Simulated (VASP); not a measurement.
# GaTe3W (P4/mmm) in VASP: further runs, part 2 of 2

VASP 6.6.1. The steps go on from the part before.

### 3 Single point, PBE

This run uses another cell than the first one, of 28.23 Å³/atom.

INCAR reads:

```
SYSTEM = GaTe3W
PREC = Accurate ; ENCUT = 520
EDIFF = 1E-6 ; ISMEAR = 0
SIGMA = 0.1 ; LREAL = .FALSE.
LASPH = .TRUE. ; NELM = 60
ALGO = Normal ; ISIF = 2
LWAVE = .FALSE. ; LCHARG = .FALSE.
GGA = PE ; NBANDS = 30
```

KPOINTS reads:

```
regular mesh
0
G
  4 4 2
  0 0 0
```

POSCAR reads:

```
GaTe3W
1.0
    4.0753411100      0.0000000000      0.0000000000
    0.0000000000      4.0753411100      0.0000000000
    0.0000000000      0.0000000000      8.4997900700
Ga Te W
1 3 1
Direct
    0.5000000000      0.5000000000      0.0000000000
    0.0000000000      0.0000000000      0.2365506100
    0.0000000000      0.0000000000      0.7634493900
    0.5000000000      0.5000000000      0.5000000000
    0.0000000000      0.0000000000      0.0000000000
```

Potentials or basis: VASP PAW PBE potentials, release 64 (Ga_d, Te, W_sv).

Started as:

```sh
> cat potpaw_PBE.64/Ga_d/POTCAR potpaw_PBE.64/Te/POTCAR potpaw_PBE.64/W_sv/POTCAR > POTCAR
> mpirun -np 1 vasp_std > vasp.out
```

OUTCAR:

```text
SYSTEM = GaTe3W
   PREC = Accurate
   ENCUT = 520
   EDIFF = 1E-6
   ISMEAR = 0
   LREAL = .FALSE.
   LASPH = .TRUE.
   NELM = 60
   ISIF = 2
   GGA = PE

 ion  position               nearest neighbor table
   1  0.500  0.500  0.000-   5 2.88   5 2.88   5 2.88   5 2.88
   2  0.000  0.000  0.237-   5 2.01   4 3.65   4 3.65   4 3.65   4 3.65
   3  0.000  0.000  0.763-   5 2.01   4 3.65   4 3.65   4 3.65   4 3.65
   4  0.500  0.500  0.500-   2 3.65   3 3.65   2 3.65   3 3.65   2 3.65   3 3.65   2 3.65   3 3.65

   5  0.000  0.000  0.000-   2 2.01   3 2.01   1 2.88   1 2.88   1 2.88   1 2.88

  LATTYP: Found a simple tetragonal cell.
 ALAT       =     4.0753411100
 C/A-ratio  =     2.0856634673

  Lattice vectors:

 A1 = (   4.0753411100,   0.0000000000,   0.0000000000)
 A2 = (   0.0000000000,   4.0753411100,   0.0000000000)
 A3 = (   0.0000000000,   0.0000000000,   8.4997900700)

Analysis of symmetry for initial positions (statically):
=====================================================================
 Subroutine PRICEL returns:
 Original cell was already a primitive cell.

 Routine SETGRP: Setting up the symmetry group for a
 simple tetragonal supercell.

 Subroutine GETGRP returns: Found 16 space group operations
 (whereof 16 operations were pure point group operations)
 out of a pool of 16 trial point group operations.

The static configuration has the point symmetry D_4h.

Analysis of symmetry for dynamics (positions and initial velocities):
=====================================================================
 Subroutine PRICEL returns:
 Original cell was already a primitive cell.

 Routine SETGRP: Setting up the symmetry group for a
 simple tetragonal supercell.

 Subroutine GETGRP returns: Found 16 space group operations
 (whereof 16 operations were pure point group operations)
 out of a pool of 16 trial point group operations.

[... 110 lines left out ...]
   IALGO  =     38    algorithm
   IMIX   =      4    mixing-type and parameters
     AMIX     =   0.40;   BMIX     =  1.00
     AMIX_MAG =   1.60;   BMIX_MAG =  1.00
  volume/ion in A,a.u.               =      28.23       190.53
  Fermi-wavevector in a.u.,A,eV,Ry     =   1.118322  2.113323 17.016053  1.250645
  Thomas-Fermi vector in A             =   2.254952
   LORBIT       =      0    0 simple, 1 ext, 2 COOP (PROOUT), +10 PAW based schemes
   GGA     = PE    functional components
   LHFCALC =     F    Hartree Fock is set to
   AEXX    =    0.0000 exact exchange contribution
   IVDW    =     0    specifies the selected vdW correction
   LEPSILON=     F    determine dielectric tensor
   LRPA    =     F    only Hartree local field effects (RPA)
 non-spin polarized calculation
 Gauss-broadening in eV      SIGMA  =   0.10
  energy-cutoff  :      520.00
  volume of cell :      141.17
 maximum number of plane-waves:      3828
   NGX = 15   NGY = 15   NGZ = 31

 number of electron      45.0000010 magnetization

 Free energy of the ion-electron system (eV)
  ---------------------------------------------------
  ext. energy  EPLUGINS =         0.00000000
  ---------------------------------------------------
  free energy    TOTEN  =       -12.90611370 eV

  energy without entropy =      -12.87403180  energy(sigma->0) =      -12.89007275

 E-fermi :   5.9795     XC(G=0):  -9.6973

 val. band max:        5.9524960545   @ k =   0.5000   0.5000   0.5000
 cond. band min:       6.0277656133   @ k =   0.5000   0.0000   0.5000
 fundamental gap:      0.0752695588
 Fermi energy:         5.9794925745

 k-point     1 :       0.0000    0.0000    0.0000
  band No.  band energies     occupation
      1     -67.8535      2.00000
      2     -33.5443      2.00000
      3     -32.0084      2.00000
      4     -32.0084      2.00000
      5      -9.1039      2.00000
      6      -9.0412      2.00000
[... 385 lines left out ...]
     29       8.3273      0.00000
     30       8.6730      0.00000

------------------------ aborting loop because EDIFF is reached ----------------------------------------

  FORCE on cell =-STRESS in cart. coord.  units (eV):
  Direction    XX          YY          ZZ          XY          YZ          ZX
  --------------------------------------------------------------------------------------
  -------------------------------------------------------------------------------------
  Total       -5.2202574     -5.2202574     91.4245404      0.0000000      0.0000000      0.0000000
  in kB      -59.2470010    -59.2470010   1037.6173803      0.0000000      0.0000000      0.0000000
  external PRESSURE =     306.3744594 kB  Pullay stress =       0.0000000 kB

 VOLUME and BASIS-vectors are now :
 -----------------------------------------------------------------------------
  energy-cutoff  :      520.00
  volume of cell :      141.17
      direct lattice vectors                 reciprocal lattice vectors
     4.075341110  0.000000000  0.000000000     0.245378233  0.000000000  0.000000000
     0.000000000  4.075341110  0.000000000     0.000000000  0.245378233  0.000000000
     0.000000000  0.000000000  8.499790070     0.000000000  0.000000000  0.117649965

 POSITION                                       TOTAL-FORCE (eV/Angst)
 -----------------------------------------------------------------------------------
      2.03767      2.03767      0.00000         0.000000      0.000000      0.000000
      0.00000      0.00000      2.01063        -0.000000      0.000000     23.467327
      0.00000      0.00000      6.48916        -0.000000     -0.000000    -23.467327
      2.03767      2.03767      4.24990         0.000000      0.000000      0.000000
      0.00000      0.00000      0.00000         0.000000      0.000000      0.000000
 -----------------------------------------------------------------------------------
    total drift:                                0.000000      0.000000      0.000000

  FREE ENERGIE OF THE ION-ELECTRON SYSTEM (eV)
  ---------------------------------------------------
  free  energy   TOTEN  =       -12.9061136997 eV

  energy  without entropy=      -12.8740317981  energy(sigma->0) =      -12.89007275
```

Run time: 53 s. Hardware: 1 thread of Intel Xeon Platinum 8259CL at 2.50GHz (Skylake/Cascade Lake), shared host; peak memory 0.25 GiB.

What came out:

```yaml
Free_energy: -12.9061 eV
Pressure: 30.6 GPa
Largest_force: 23.467 eV/Å
Band_gap_on_the_k_mesh: zero (an odd number of electrons rules out a gap without spin polarisation)
```

Forces in eV/Å, atoms in the order of the input:
```
Ga    0.000   0.000   0.000
Te    0.000   0.000  23.467
Te    0.000   0.000 -23.467
Te    0.000   0.000   0.000
W     0.000   0.000   0.000
```

Caveat: the k points lie up to 0.39 Å⁻¹ apart, too coarse for converged energies and pressures of a metal; atoms lie so close that the PAW spheres overlap strongly, which falsifies energies and pressures; spin-orbit coupling is left out, which moves the levels of the heavy elements; forces of over 1 eV/Å act on the atoms, so gaps and moduli don't describe the material at rest.

### 4 Relaxation of cell and atoms, PBE

This run uses another cell than the first one, of 28.23 Å³/atom.

INCAR reads:

```
PREC     = Accurate       # precision mode
ENCUT    = 600            # plane-wave cutoff, eV
EDIFF    = 1E-6           # SCF threshold, eV
ISMEAR   = 0              # smearing method
SIGMA    = 0.1            # smearing width, eV
LREAL    = F              # projectors in reciprocal space
LASPH    = T              # aspherical terms in the spheres
NELM     = 100            # most SCF steps
ALGO     = Normal         # electronic algorithm
ISIF     = 3              # what is computed and relaxed
LWAVE    = F              # write WAVECAR
LCHARG   = F              # write CHGCAR
GGA      = PE             # functional
IBRION   = 2              # ionic algorithm
NSW      = 90             # ionic steps
EDIFFG   = -0.04          # ionic threshold
```

KPOINTS reads:

```
regular mesh
0
Gamma
  4 4 2
```

POSCAR is that of step 3.

Potentials or basis: VASP PAW PBE potentials, release 64 (Ga_d, Te, W_sv).

Started as:

```sh
> cat potpaw_PBE.64/Ga_d/POTCAR potpaw_PBE.64/Te/POTCAR potpaw_PBE.64/W_sv/POTCAR > POTCAR
> mpirun -np 1 vasp_std > vasp.out
```

OUTCAR:

```text
PREC = Accurate
   ENCUT = 600
   EDIFF = 1E-6
   ISMEAR = 0
   LREAL = F
   LASPH = T
   NELM = 100
   ISIF = 3
   GGA = PE
   IBRION = 2
   NSW = 90
   EDIFFG = -0.04

 ion  position               nearest neighbor table
   1  0.500  0.500  0.000-   5 2.88   5 2.88   5 2.88   5 2.88
   2  0.000  0.000  0.237-   5 2.01   4 3.65   4 3.65   4 3.65   4 3.65
   3  0.000  0.000  0.763-   5 2.01   4 3.65   4 3.65   4 3.65   4 3.65
   4  0.500  0.500  0.500-   2 3.65   3 3.65   2 3.65   3 3.65   2 3.65   3 3.65   2 3.65   3 3.65

   5  0.000  0.000  0.000-   2 2.01   3 2.01   1 2.88   1 2.88   1 2.88   1 2.88

  LATTYP: Found a simple tetragonal cell.
 ALAT       =     4.0753411100
 C/A-ratio  =     2.0856634673

  Lattice vectors:

[... 180 lines left out ...]
  -------------------------------------------------------------------------------------
  Total       -5.2192263     -5.2192263     91.4259005      0.0000000     -0.0000000      0.0000000
  in kB      -59.2352981    -59.2352981   1037.6328168      0.0000000     -0.0000000      0.0000000
  external PRESSURE =     306.3874069 kB  Pullay stress =       0.0000000 kB
[... 835 lines left out ...]
     26       7.3824      0.00000
     27       7.3824      0.00000

[... ionic steps 4 to 13 ...]

--------------------------------------- Ionic step       14  -------------------------------------------

 number of electron      45.0000007 magnetization

------------------------ aborting loop because EDIFF is reached ----------------------------------------
[... 73 lines left out ...]
--------------------------------------- Ionic step       16  -------------------------------------------

 number of electron      45.0000008 magnetization

 Free energy of the ion-electron system (eV)
  ---------------------------------------------------
  ext. energy  EPLUGINS =         0.00000000
  ---------------------------------------------------
  free energy    TOTEN  =       -23.15116029 eV

  energy without entropy =      -23.14324897  energy(sigma->0) =      -23.14720463

 E-fermi :   7.0060     XC(G=0): -10.2822

 val. band max:        7.0028703711   @ k =   0.0000   0.0000   0.5000
 cond. band min:       7.0473004920   @ k =   0.5000   0.5000   0.0000
 fundamental gap:      0.0444301208
 Fermi energy:         7.0060363818
[... 390 lines left out ...]
  FREE ENERGIE OF THE ION-ELECTRON SYSTEM (eV)
  ---------------------------------------------------
  free  energy   TOTEN  =       -23.1511602858 eV

  energy  without entropy=      -23.1432489687  energy(sigma->0) =      -23.14720463

 reached required accuracy - stopping structural energy minimisation
```

CONTCAR:

```text
GaTe3W
   1.00000000000000
     3.8056284425785756    0.0000000000000000    0.0000000000000000
     0.0000000000000000    3.8056284425785756    0.0000000000000000
     0.0000000000000000   -0.0000000000000000    8.8964333378468634
  Ga              Te              W
     1     3     1
Direct
     0.5000000000000000    0.5000000000000000    0.0000000000000000
     0.0000000000000000    0.0000000000000000    0.2913191124466122
     0.0000000000000000    0.0000000000000000    0.7086808875533879
     0.5000000000000000    0.5000000000000000    0.5000000000000000
     0.0000000000000000    0.0000000000000000    0.0000000000000000

  0.00000000E+00  0.00000000E+00  0.00000000E+00
  0.00000000E+00  0.00000000E+00  0.00000000E+00
  0.00000000E+00  0.00000000E+00  0.00000000E+00
  0.00000000E+00  0.00000000E+00  0.00000000E+00
  0.00000000E+00  0.00000000E+00  0.00000000E+00
```

Wall time 16 min (1 thread of Intel Xeon Platinum 8259CL at 2.50GHz (Skylake/Cascade Lake), shared host); peak memory 0.35 GiB.

Results:

```yaml
Free_energy: -23.1512 eV
Relaxed_volume: 25.77 Å³/atom
Relaxed_cell: a = 3.806 Å, b = 3.806 Å, c = 8.896 Å, α = 90.00°, β = 90.00°, γ = 90.00°
Space_group_after_relaxing_to_0.1_Å: P4/mmm (No. 123)
Energy_gained_by_relaxing: 2048.9 meV/atom
Ionic_steps: 16
Pressure_after_relaxing: 0.1 GPa
Largest_force_after_relaxing: 0.003 eV/Å
Band_gap_on_the_k_mesh: zero (an odd number of electrons rules out a gap without spin polarisation)
```

Forces in eV/Å, atoms in the order of the input:
```
Ga   0.000  0.000  0.000
Te   0.000  0.000  0.003
Te   0.000  0.000 -0.003
Te   0.000  0.000  0.000
W    0.000  0.000  0.000
```

The path:
| step | energy change (eV) | largest force (eV/Å) | pressure (GPa) | volume (Å³) |
| --- | --- | --- | --- | --- |
| 1 | 0.0000 | 23.4666 | 30.64 | 141.17 |
| 2 | -5.0002 | 0.3581 | -7.58 | 239.61 |
| 3 | -5.0296 | 0.3754 | -7.54 | 236.98 |
| 4 | -5.0459 | 0.3868 | -7.53 | 234.82 |
| 5 | -5.0638 | 0.4088 | -7.74 | 221.98 |
| 6 | -5.9732 | 0.5462 | -10.21 | 183.47 |
| 7 | -8.2488 | 1.4027 | -10.96 | 162.80 |
| 8 | -9.5541 | 0.8834 | -8.30 | 152.11 |
| 9 | -9.7505 | 0.7179 | -4.60 | 146.67 |
| 10 | -9.7607 | 0.2631 | -5.56 | 147.83 |
| 11 | -9.7614 | 0.3552 | -5.38 | 147.58 |
| 12 | -10.2250 | 0.2757 | -0.76 | 131.56 |
| 13 | -10.2396 | 0.2325 | 0.49 | 128.81 |
| 14 | -10.2396 | 0.2262 | 0.66 | 128.45 |
| 15 | -10.2395 | 0.2050 | -0.37 | 129.25 |
| 16 | -10.2446 | 0.0030 | 0.12 | 128.85 |

Final structure:
```
CELL_PARAMETERS angstrom
3.80563 0.00000 0.00000
0.00000 3.80563 0.00000
0.00000 0.00000 8.89643
ATOMIC_POSITIONS crystal
Ga 0.50000 0.50000 0.00000
Te 0.00000 0.00000 0.29132
Te 0.00000 0.00000 0.70868
Te 0.50000 0.50000 0.50000
W 0.00000 0.00000 0.00000
```

Caveat: the k points lie up to 0.41 Å⁻¹ apart in the final cell, too coarse for converged energies and pressures of a metal; spin-orbit coupling is left out, which moves the levels of the heavy elements.

### 5 The runs side by side

```tsv
task	cell	cutoff (eV)	gap on the mesh (eV)	pressure (GPa)
single point	a = 3.810, b = 3.810, c = 8.906 Å, 5 atoms, atomic positions A	520	none	-0.1
single point	a = 4.075, b = 4.075, c = 8.500 Å, 5 atoms, atomic positions B	520	none	30.6
relaxation of cell and atoms	relaxed from a = 4.075, b = 4.075, c = 8.500 Å, 5 atoms, atomic positions B	600	none	0.1
```

Alike in all rows: level PBE; potentials or basis VASP PAW PBE potentials, release 64 (Ga_d, Te, W_sv); no spin polarisation; k mesh 4 × 4 × 2; smearing gaussian 0.1 eV.

Caveats: all runs use coarse meshes; spin-orbit coupling is left out, which moves the levels of the heavy elements; atoms lie so close that the PAW spheres overlap strongly, which falsifies energies and pressures (at least some runs); forces of over 1 eV/Å act on the atoms, so gaps and moduli don't describe the material at rest (at least some runs).

Absolute energies hang on the potentials; compare differences alone.
